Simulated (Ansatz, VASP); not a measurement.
**Two plane-wave programs on CdSe**

File INCAR:

```
  ALGO = Normal
  EDIFF = 1E-6
  ENCUT = 520
  GGA = PE
  ISIF = 2
  ISMEAR = 0
  LASPH = T
  LCHARG = F
  LREAL = F
  LWAVE = F
  NBANDS = 16
  NELM = 80
  PREC = Accurate
  SIGMA = 0.02
```

File KPOINTS:

```
k-points
0
Gamma
  10 10 10
```

POSCAR

```
CdSe
1.0
    0.0000000000      3.1984318098      3.1984318098
    3.1984318098      0.0000000000      3.1984318098
    3.1984318098      3.1984318098      0.0000000000
Cd Se
1 1
Direct
    0.0000000000      0.0000000000      0.0000000000
    0.2500000000      0.2500000000      0.2500000000
```

Input for Ansatz:

```yaml
crystal:
  lattice:
    - [0.0, 3.1984318098, 3.1984318098]
    - [3.1984318098, 0.0, 3.1984318098]
    - [3.1984318098, 3.1984318098, 0.0]
  atoms:
    - { symbol: Cd, position: [0.0, 0.0, 0.0] }
    - { symbol: Se, position: [0.25, 0.25, 0.25] }
basis:
  ecutwfc: 420
kpoints:
  mp_grid: { grid: [10, 10, 10] }
hamiltonian:
  xc: pbe
scf:
  occupations: { method: gaussian, width: 0.02 }
output:
  forces: true
  stress: true
  eigenvalues: true
```

Alike in both runs: task single point; functional PBE; k mesh 10 × 10 × 10; occupations gaussian, width 0.02 eV; no spin polarisation.

|  | VASP | Ansatz |
| --- | --- | --- |
| version | VASP 6.6.1 | Ansatz 0.2.0 |
| potentials or method | VASP PAW PBE potentials, release 64 (Cd, Se), cutoff 520 eV | scalar-relativistic, plane waves, PAW |
| valence electrons in the cell | 18 | 36 |

|  | VASP | Ansatz | Ansatz less VASP |
| --- | --- | --- | --- |
| gap on the k mesh at the Fermi level (eV) | 0.30 | 0.30 | +0.003 |
| least direct gap on the mesh (eV) | 0.30 | 0.30 | +0.003 |
| pressure (GPa) | -3.3 | -3.4 | -0.17 |

VASP's potentials hold 18 valence electrons a cell and Ansatz's 36, so a difference there can come from the potentials and not from the codes.
